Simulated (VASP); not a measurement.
Input of a VASP 6.6.1 run:

The input INCAR:

```
SYSTEM = Si2W
PREC = Accurate
ENCUT = 520
EDIFF = 1E-6
ISMEAR = 0
SIGMA = 0.15
LREAL = .FALSE.
LASPH = .TRUE.
NELM = 60
ALGO = Normal
ISIF = 2
LWAVE = .FALSE.
LCHARG = .FALSE.
GGA = PE
NBANDS = 18
```

KPOINTS

```
Automatic mesh
0
G
  18 18 18
  0 0 0
```

The input POSCAR:

```
Si2W
1.0
   -1.5781244492      1.5781244492      4.6120687029
    1.5781244492     -1.5781244492      4.6120687029
    1.5781244492      1.5781244492     -4.6120687029
Si W
2 1
Direct
    0.3345726944      0.3345726944      0.0000000000
    0.6654273056      0.6654273056      0.0000000000
    0.0000000000      0.0000000000      0.0000000000
```

Potentials or basis: VASP PAW PBE potentials, release 64 (Si, W_sv).

Command:

```console
$ cat potpaw_PBE.64/Si/POTCAR potpaw_PBE.64/W_sv/POTCAR > POTCAR
$ mpirun -np 1 vasp_std > vasp.out
```

(1) What does it give for the largest force?

(2) Estimate the pressure.

(3) What does it give for the band gap on the k mesh?

Answers

(1) 0.689 eV/Å.

(2) -15.9 GPa.

(3) zero (band 11 reaches 11.72 eV, above the bottom of band 12 at 9.27 eV).

Caveat: spin-orbit coupling is left out, which moves the levels of the heavy elements.
